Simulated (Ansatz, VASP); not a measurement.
## Ca in VASP and in Ansatz

```
Ca
1.0
    -2.21147    2.21147    2.21147
     2.21147   -2.21147    2.21147
     2.21147    2.21147   -2.21147
Ca
1
Direct
  0.00000 0.00000 0.00000
```

Alike in both runs: task single point; functional PBE; k mesh 6 × 6 × 6; occupations gaussian, width 0.05 eV; no spin polarisation.

```csv
,VASP,Ansatz
version,VASP 6.6.1,Ansatz 0.2.0
potentials or method,"VASP PAW PBE potentials, release 64 (Ca_sv), cutoff 520 eV","scalar-relativistic, plane waves, PAW"
valence electrons in the cell,10,10
```

|  | VASP | Ansatz | Ansatz less VASP |
| --- | --- | --- | --- |
| gap on the k mesh at the Fermi level (eV) | none | none | - |
| pressure (GPa) | -0.3 | -0.3 | -0.01 |

A gap of «none» marks a metal or a gap that the smearing closes.
